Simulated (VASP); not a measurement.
# Mo in VASP: a series of runs

The runs below take Mo through single point, with LDA.

Everything below comes from runs of VASP 6.6.1. Logs are shortened: lines on timing, memory, paths and dates and some standing lists are left out, and cuts for length are marked.

## (1) The cell of the first run

The structure is cubic, space group Fm-3m (No. 225). Conventional cell: a = 4.151 Å, b = 4.151 Å, c = 4.151 Å, α = 90.00°, β = 90.00°, γ = 90.00°. Mo (site symmetry m-3m) has 12 Mo at 2.94 Å within 3.9 Å.

## (2) Single point, LDA (strain +0.030 along x and y, +0.030 along z)

INCAR reads:

```
SYSTEM = Mo
PREC = Accurate
ENCUT = 520
EDIFF = 1E-6
ISMEAR = 0
SIGMA = 0.15
LREAL = .FALSE.
LASPH = .TRUE.
NELM = 80
ALGO = Normal
ISIF = 2
LWAVE = .FALSE.
LCHARG = .FALSE.
GGA = CA
NBANDS = 13
```

KPOINTS reads:

```
regular mesh
0
G
  20 20 20
  0 0 0
```

POSCAR reads:

```
Mo
1.0
    0.0000000000      2.0754500000      2.0754500000
    2.0754500000      0.0000000000      2.0754500000
    2.0754500000      2.0754500000      0.0000000000
Mo
1
Direct
    0.0000000000      0.0000000000      0.0000000000
```

Potentials or basis: VASP PAW LDA potentials, release 64 (Mo_sv).

Launch:

```sh
$ cat potpaw_LDA.64/Mo_sv/POTCAR > POTCAR
$ mpirun -np 1 vasp_std > vasp.out
```

OUTCAR:

```text
SYSTEM = Mo
   PREC = Accurate
   ENCUT = 520
   EDIFF = 1E-6
   ISMEAR = 0
   LREAL = .FALSE.
   LASPH = .TRUE.
   NELM = 80
   ISIF = 2
   GGA = CA

 ion  position               nearest neighbor table
   1  0.000  0.000  0.000-

  LATTYP: Found a face centered cubic cell.
 ALAT       =     4.1509000000

  Lattice vectors:

 A1 = (   0.0000000000,   2.0754500000,   2.0754500000)
 A2 = (   2.0754500000,   0.0000000000,   2.0754500000)
 A3 = (   2.0754500000,   2.0754500000,   0.0000000000)

Analysis of symmetry for initial positions (statically):
=====================================================================
 Subroutine PRICEL returns:
 Original cell was already a primitive cell.

 Routine SETGRP: Setting up the symmetry group for a
 face centered cubic supercell.

 Subroutine GETGRP returns: Found 48 space group operations
 (whereof 48 operations were pure point group operations)
 out of a pool of 48 trial point group operations.

The static configuration has the point symmetry O_h .

Analysis of symmetry for dynamics (positions and initial velocities):
=====================================================================
 Subroutine PRICEL returns:
 Original cell was already a primitive cell.

 Routine SETGRP: Setting up the symmetry group for a
 face centered cubic supercell.

 Subroutine GETGRP returns: Found 48 space group operations
 (whereof 48 operations were pure point group operations)
 out of a pool of 48 trial point group operations.

The dynamic configuration has the point symmetry O_h .

 Subroutine INISYM returns: Found 48 space group operations
 (whereof 48 operations are pure point group operations),
 and found     1 'primitive' translations

----------------------------------------------------------------------------------------

                                     Primitive cell

  volume of cell :      17.8800

  direct lattice vectors                    reciprocal lattice vectors
     0.000000000  2.075450000  2.075450000    -0.240911610  0.240911610  0.240911610
     2.075450000  0.000000000  2.075450000     0.240911610 -0.240911610  0.240911610
     2.075450000  2.075450000  0.000000000     0.240911610  0.240911610 -0.240911610

  length of vectors
     2.935129538  2.935129538  2.935129538     0.417271148  0.417271148  0.417271148

  position of ions in fractional coordinates (direct lattice)
     0.000000000  0.000000000  0.000000000

  ion indices of the primitive-cell ions
   primitive index   ion index
                 1           1

----------------------------------------------------------------------------------------

 KPOINTS: regular mesh

Automatic generation of k-mesh.
 Grid dimensions read from file:
 generate k-points for:   20   20   20

 Generating k-lattice:

  Cartesian coordinates                     Fractional coordinates (reciprocal lattice)
    -0.012045580  0.012045580  0.012045580     0.050000000  0.000000000  0.000000000
     0.012045580 -0.012045580  0.012045580     0.000000000  0.050000000  0.000000000
     0.012045580  0.012045580 -0.012045580     0.000000000  0.000000000  0.050000000

  Length of vectors
     0.020863557  0.020863557  0.020863557

  Shift w.r.t. Gamma in fractional coordinates (k-lattice)
     0.000000000  0.000000000  0.000000000

 Subroutine IBZKPT returns following result:
 ===========================================

 Found    256 irreducible k-points:

 Following reciprocal coordinates:
            Coordinates               Weight
  0.000000  0.000000  0.000000      1.000000
  0.050000  0.000000  0.000000      8.000000
  0.100000  0.000000  0.000000      8.000000
  0.150000  0.000000  0.000000      8.000000
  0.200000  0.000000  0.000000      8.000000
  0.250000  0.000000  0.000000      8.000000
[... 16 lines left out ...]
 -0.400000  0.050000  0.000000     24.000000
 -0.350000  0.050000  0.000000     24.000000
 [... further k-points ...]
   k-points           NKPTS =    256   k-points in BZ     NKDIM =    256   number of bands    NBANDS=     13
   number of dos      NEDOS =    301   number of ions     NIONS =      1
   total plane-waves  NPLWV =  13824
   dimension x,y,z NGX =    24 NGY =   24 NGZ =   24
   dimension x,y,z NGXF=    48 NGYF=   48 NGZF=   48
   ions per type =               1
   NGX,Y,Z   is equivalent  to a cutoff of  13.59, 13.59, 13.59 a.u.
   NGXF,Y,Z  is equivalent  to a cutoff of  27.19, 27.19, 27.19 a.u.
 SYSTEM =  Mo
   PREC   = accura    normal or accurate (medium, high low for compatibility)
   ISTART =      0    job   : 0-new  1-cont  2-samecut
   ICHARG =      2    charge: 1-file 2-atom 10-const
   ISPIN  =      1    spin polarized calculation?
   LNONCOLLINEAR =      F non collinear calculations
   LSORBIT =      F    spin-orbit coupling
   LASPH  =      T    aspherical Exc in radial PAW
   ENCUT  =  520.0 eV  38.22 Ry    6.18 a.u.   5.46  5.46  5.46*2*pi/ulx,y,z
   NELM   =     80;   NELMIN=  2; NELMDL= -5     # of ELM steps
   EDIFF  = 0.1E-05   stopping-criterion for ELM
   LREAL  =      F    real-space projection
   EDIFFG = 0.1E-04   stopping-criterion for IOM
   NSW    =      0    number of steps for IOM
   IBRION =     -1    ionic relax: 0-MD 1-quasi-New 2-CG
   NFREE  =      0    steps in history (QN), initial steepest desc. (CG)
   ISIF   =      2    stress and relaxation
   ISYM   =      2    0-nonsym 1-usesym 2-fastsym
   POTIM  = 0.5000    time-step for ionic-motion
   TEBEG  =    0.0;   TEEND  =   0.0 temperature during run
   PSTRESS=    0.0 pullay stress
   NELECT =      14.0000    total number of electrons
   NUPDOWN=      -1.0000    fix difference up-down
   EMIN   =  10.00;   EMAX   =-10.00  energy-range for DOS
   EFERMI =   0.00;   METHOD = LEGACY
   ISMEAR =     0;   SIGMA  =   0.15  broadening in eV -4-tet -1-fermi 0-gaus
   EFERMI_NEDOS =   21; number of points for ismear=-14 and -15
   IALGO  =     38    algorithm
   IMIX   =      4    mixing-type and parameters
     AMIX     =   0.40;   BMIX     =  1.00
     AMIX_MAG =   1.60;   BMIX_MAG =  1.00
  volume/ion in A,a.u.               =      17.88       120.66
  Fermi-wavevector in a.u.,A,eV,Ry     =   1.508905  2.851417 30.977668  2.276794
  Thomas-Fermi vector in A             =   2.619298
   LORBIT       =      0    0 simple, 1 ext, 2 COOP (PROOUT), +10 PAW based schemes
   GGA     = CA    functional components
   LHFCALC =     F    Hartree Fock is set to
   AEXX    =    0.0000 exact exchange contribution
   IVDW    =     0    specifies the selected vdW correction
   LEPSILON=     F    determine dielectric tensor
   LRPA    =     F    only Hartree local field effects (RPA)
 non-spin polarized calculation
 Gauss-broadening in eV      SIGMA  =   0.15
  energy-cutoff  :      520.00
  volume of cell :       17.88
 maximum number of plane-waves:       531
 NGX is ok and might be reduce to    24
   NGX = 11   NGY = 11   NGZ = 11

 number of electron      13.9999999 magnetization

 Free energy of the ion-electron system (eV)
  ---------------------------------------------------
  ext. energy  EPLUGINS =         0.00000000
  ---------------------------------------------------
  free energy    TOTEN  =       -11.43247341 eV

  energy without entropy =      -11.41540872  energy(sigma->0) =      -11.42394106

 E-fermi :  10.0187     XC(G=0): -12.8531

 val. band max:       10.0145725819   @ k =   0.2500   0.2000   0.0000
 cond. band min:      10.0197771724   @ k =   0.2000   0.1000   0.0000
 fundamental gap:      0.0052045905
 Fermi energy:        10.0187397823

 k-point     1 :       0.0000    0.0000    0.0000
  band No.  band energies     occupation
      1     -50.4086      2.00000
      2     -24.1208      2.00000
      3     -24.1208      2.00000
      4     -24.1208      2.00000
      5       3.6533      2.00000
      6       9.4436      2.00000
      7       9.4436      2.00000
      8       9.4436      2.00000
      9      11.6972      0.00000
     10      11.6972      0.00000
     11      23.0642      0.00000
     12      27.7281      0.00000
     13      27.7281      0.00000

 k-point     2 :       0.0500    0.0000    0.0000
  band No.  band energies     occupation
      1     -50.4051      2.00000
      2     -24.1445      2.00000
      3     -24.1238      2.00000
      4     -24.1238      2.00000
      5       3.7447      2.00000
      6       9.3845      2.00000
      7       9.4845      2.00000
      8       9.4845      2.00000
      9      11.6667      0.00000
     10      11.6667      0.00000
     11      23.2330      0.00000
     12      27.2935      0.00000
     13      27.8860      0.00000

 k-point     3 :       0.1000    0.0000    0.0000
  band No.  band energies     occupation
      1     -50.3948      2.00000
      2     -24.2131      2.00000
      3     -24.1327      2.00000
      4     -24.1327      2.00000
      5       4.0101      2.00000
      6       9.2272      2.00000
      7       9.5941      1.99994
      8       9.5941      1.99994
      9      11.5941      0.00000
     10      11.5941      0.00000
     11      23.7036      0.00000
     12      26.3528      0.00000
     13      28.3484      0.00000
[... 305 lines left out ...]
 k-point    23 :      -0.4000    0.0500    0.0000
  band No.  band energies     occupation
      1     -50.2710      2.00000
      2     -24.9791      2.00000
      3     -24.2586      2.00000
      4     -24.2336      2.00000
      5       6.0238      2.00000
      6       9.2906      2.00000
      7       9.4128      2.00000
      8      10.4945      0.00001
      9      13.0032      0.00000
     10      13.5824      0.00000
     11      20.3203      0.00000
     12      23.2906      0.00000
     13      28.1159      0.00000

 k-point    24 :      -0.3500    0.0500    0.0000
  band No.  band energies     occupation
      1     -50.2854      2.00000
      2     -24.8931      2.00000
      3     -24.2493      2.00000
      4     -24.2183      2.00000
      5       6.0194      2.00000
      6       9.4210      2.00000
      7       9.5234      2.00000
      8       9.8177      1.94192
      9      12.5506      0.00000
     10      13.2072      0.00000
     11      21.2113      0.00000
     12      23.9520      0.00000
     13      28.8081      0.00000

 [... further k-points ...]
[... 5 lines left out ...]
  --------------------------------------------------------------------------------------
  -------------------------------------------------------------------------------------
  Total       -3.3638625     -3.3638625     -3.3638625      0.0000000     -0.0000000      0.0000000
  in kB     -301.4268925   -301.4268925   -301.4268925      0.0000000     -0.0000000      0.0000000
  external PRESSURE =    -301.4268925 kB  Pullay stress =       0.0000000 kB

 VOLUME and BASIS-vectors are now :
 -----------------------------------------------------------------------------
  energy-cutoff  :      520.00
  volume of cell :       17.88
      direct lattice vectors                 reciprocal lattice vectors
     0.000000000  2.075450000  2.075450000    -0.240911610  0.240911610  0.240911610
     2.075450000  0.000000000  2.075450000     0.240911610 -0.240911610  0.240911610
     2.075450000  2.075450000  0.000000000     0.240911610  0.240911610 -0.240911610

 POSITION                                       TOTAL-FORCE (eV/Angst)
 -----------------------------------------------------------------------------------
      0.00000      0.00000      0.00000         0.000000      0.000000      0.000000
 -----------------------------------------------------------------------------------
    total drift:                               -0.000000      0.000000     -0.000000

  FREE ENERGIE OF THE ION-ELECTRON SYSTEM (eV)
  ---------------------------------------------------
  free  energy   TOTEN  =       -11.4324734070 eV

  energy  without entropy=      -11.4154087227  energy(sigma->0) =      -11.42394106
```

Run time: 19 s. Hardware: 1 thread of Intel Xeon 6975P-C (Granite Rapids), shared host; peak memory 0.17 GiB.

What came out:

- Free energy: -11.4325 eV
- Pressure: -30.1 GPa
- Band gap on the k mesh: zero (band 7 reaches 13.41 eV, above the bottom of band 8 at 9.44 eV)

Levels at points of the mesh, in eV from the Fermi level:
```csv
k point,band 4,band 5,band 6,band 7,band 8,band 9,band 10,band 11
"(0.00, 0.00, 0.00)",-34.14,-6.37,-0.58,-0.58,-0.58,1.68,1.68,13.05
"(0.50, 0.00, 0.00)",-34.26,-4.09,-0.74,-0.74,1.30,3.46,3.46,9.56
"(0.50, 0.50, 0.00)",-34.47,-4.28,-3.65,3.39,3.49,3.97,3.97,11.59
```

Caveat: the cell differs from its parent crystal (strain +0.030 along x and y, +0.030 along z).

## (3) Single point, LDA (strain +0.015 along x and y, -0.015 along z)

INCAR reads:

```
PREC = Accurate
ENCUT = 520
EDIFF = 1E-6
ISMEAR = 0
SIGMA = 0.15
LREAL = F
LASPH = T
NELM = 100
ALGO = Fast
ISIF = 2
LWAVE = F
LCHARG = F
NBANDS = 13
```

KPOINTS reads:

```
Automatic mesh
0
Gamma
  20 20 20
```

POSCAR reads:

```
Mo
1.0
    0.0000000000      2.0452250000      1.9847750000
    2.0452250000      0.0000000000      1.9847750000
    2.0452250000      2.0452250000      0.0000000000
Mo
1
Direct
    0.0000000000      0.0000000000      0.0000000000
```

Potentials or basis: VASP PAW LDA potentials, release 64 (Mo_sv).

Launch:

```sh
$ cat potpaw_LDA.64/Mo_sv/POTCAR > POTCAR
$ mpirun -np 1 vasp_std > vasp.out
```

OUTCAR:

```text
PREC = Accurate
   ENCUT = 520
   EDIFF = 1E-6
   ISMEAR = 0
   LREAL = F
   LASPH = T
   NELM = 100
   ISIF = 2

 ion  position               nearest neighbor table
   1  0.000  0.000  0.000-

  LATTYP: Found a body centered tetragonal cell.
 ALAT       =     2.8923849331
 C/A-ratio  =     1.3724141467

  Lattice vectors:

 A1 = (   0.0000000000,  -2.0452250000,  -1.9847750000)
 A2 = (   0.0000000000,   2.0452250000,  -1.9847750000)
[... 556 lines left out ...]
      4     -23.0068      2.00000
      5       6.8196      2.00000
      6      10.3312      2.00000
      7      10.5428      2.00000
      8      11.0038      1.70478
      9      13.9166      0.00000
     10      14.5640      0.00000
     11      23.0031      0.00000
     12      25.5254      0.00000
     13      30.8981      0.00000

 [... further k-points ...]
[... 5 lines left out ...]
  --------------------------------------------------------------------------------------
  -------------------------------------------------------------------------------------
  Total       -1.7016339     -1.7016339     -2.3320763      0.0000000      0.0000000     -0.0000000
  in kB     -164.1924783   -164.1924783   -225.0245398      0.0000000      0.0000000     -0.0000000
  external PRESSURE =    -184.4698321 kB  Pullay stress =       0.0000000 kB

 VOLUME and BASIS-vectors are now :
 -----------------------------------------------------------------------------
  energy-cutoff  :      520.00
  volume of cell :       16.60
      direct lattice vectors                 reciprocal lattice vectors
     0.000000000  2.045225000  1.984775000    -0.244471880  0.244471880  0.251917724
     2.045225000  0.000000000  1.984775000     0.244471880 -0.244471880  0.251917724
     2.045225000  2.045225000  0.000000000     0.244471880  0.244471880 -0.251917724

 POSITION                                       TOTAL-FORCE (eV/Angst)
 -----------------------------------------------------------------------------------
      0.00000      0.00000      0.00000         0.000000      0.000000      0.000000
 -----------------------------------------------------------------------------------
    total drift:                                0.000000      0.000000      0.000000

  FREE ENERGIE OF THE ION-ELECTRON SYSTEM (eV)
  ---------------------------------------------------
  free  energy   TOTEN  =       -11.6346603469 eV

  energy  without entropy=      -11.6192834762  energy(sigma->0) =      -11.62697191
```

stdout:

```text
POSCAR found type information on POSCAR Mo
 POSCAR found :  1 types and       1 ions
 scaLAPACK will be used
 LDA part: xc-table for (Slater(with rela. corr.)+CA(PZ))
 , standard interpolation
 POSCAR, INCAR and KPOINTS ok, starting setup
 FFT: planning ... GRIDC
 FFT: planning ... GRID_SOFT
 FFT: planning ... GRID
 WAVECAR not read
 entering main loop
```

It took 47 s on 1 thread of Intel Xeon 6975P-C (Granite Rapids), shared host; peak memory 0.23 GiB.

What came out:

```
Free energy            : -11.6347 eV
Pressure               : -18.4 GPa
Band gap on the k mesh : zero (band 7 reaches 14.86 eV, above the bottom of band 8 at 10.53 eV)
```

Stress tensor (GPa, compression positive):
```
-16.42   0.00   0.00
  0.00 -16.42   0.00
  0.00   0.00 -22.50
```

Levels at points of the mesh, in eV from the Fermi level:
| k point | band 3 | band 4 | band 5 | band 6 | band 7 | band 8 | band 9 | band 10 | band 11 | band 12 |
| --- | --- | --- | --- | --- | --- | --- | --- | --- | --- | --- |
| (0.00, 0.00, 0.00) | -33.99 | -33.97 | -6.63 | -0.79 | -0.79 | -0.45 | 1.60 | 2.06 | 13.10 | 17.79 |
| (0.50, 0.00, 0.00) | -34.17 | -34.11 | -4.45 | -1.06 | -0.67 | 1.48 | 3.71 | 3.93 | 10.55 | 12.75 |
| (0.50, 0.50, 0.00) | -34.45 | -34.45 | -4.76 | -4.12 | 3.74 | 4.23 | 4.41 | 4.41 | 11.85 | 11.85 |
| (0.50, 0.00, 0.50) | -34.41 | -34.36 | -4.74 | -4.05 | 3.65 | 3.76 | 4.21 | 4.56 | 12.07 | 12.51 |

Caveat: the cell differs from its parent crystal (strain +0.015 along x and y, -0.015 along z).

## (4) Single point, LDA (strain +0.000 along x and y, +0.015 along z)

INCAR reads:

```
SYSTEM = Mo
PREC = Accurate
ENCUT = 520
EDIFF = 1E-6
ISMEAR = 0
SIGMA = 0.15
LREAL = .False.
LASPH = .True.
NELM = 60
ALGO = Fast
ISIF = 2
LWAVE = .False.
LCHARG = .True.
GGA = CA
LELF = .True.
LVHAR = .True.
NBANDS = 13
```

KPOINTS reads:

```
Automatic mesh
0
Gamma
  20 20 20
  0 0 0
```

POSCAR reads:

```
Mo
1.0
    0.0000000000      2.0150000000      2.0452250000
    2.0150000000      0.0000000000      2.0452250000
    2.0150000000      2.0150000000      0.0000000000
Mo
1
Direct
    0.0000000000      0.0000000000      0.0000000000
```

Launch:

```sh
$ cat potpaw_LDA.64/Mo_sv/POTCAR > POTCAR
$ mpirun -np 1 vasp_std > vasp.out
```

It took 50 s on 1 thread of Intel Xeon 6975P-C (Granite Rapids), shared host; peak memory 0.23 GiB.

Results (log left out):

```yaml
Free_energy: -11.6294 eV
Pressure: -18.5 GPa
Band_gap_on_the_k_mesh: zero (band 7 reaches 14.86 eV, above the bottom of band 8 at 10.49 eV)
```

Stress tensor (GPa, compression positive):
```
-19.39   0.00   0.00
  0.00 -19.39   0.00
  0.00   0.00 -16.68
```

Levels at points of the mesh, in eV from the Fermi level:
```tsv
k point	band 4	band 5	band 6	band 7	band 8	band 9	band 10	band 11
(0.00, 0.00, 0.00)	-33.96	-6.61	-0.78	-0.61	-0.61	1.73	1.97	13.11
(0.50, 0.00, 0.00)	-34.11	-4.43	-0.95	-0.76	1.49	3.79	3.89	10.56
(0.50, 0.50, 0.00)	-34.37	-4.72	-4.04	3.66	3.79	4.40	4.40	12.30
(0.50, 0.00, 0.50)	-34.39	-4.73	-4.07	3.77	3.95	4.32	4.51	11.97
```

Caveat: the cell differs from its parent crystal (strain +0.000 along x and y, +0.015 along z).

## (5) Summary

```tsv
cell	gap on the mesh (eV)	pressure (GPa)
a = 2.935 Å, angles 60.0°, 1 atom	none	-30.1
a = 2.850, b = 2.850, c = 2.892 Å, angles 59.5, 59.5, 61.0°, 1 atom	none	-18.4
a = 2.871, b = 2.871, c = 2.850 Å, angles 60.2, 60.2, 59.5°, 1 atom	none	-18.5
```

Alike in all rows: task single point; level LDA; potentials or basis VASP PAW LDA potentials, release 64 (Mo_sv); no spin polarisation; k mesh 20 × 20 × 20; cutoff (eV) 520; smearing gaussian 0.15 eV.

Absolute energies hang on the potentials; compare differences alone.
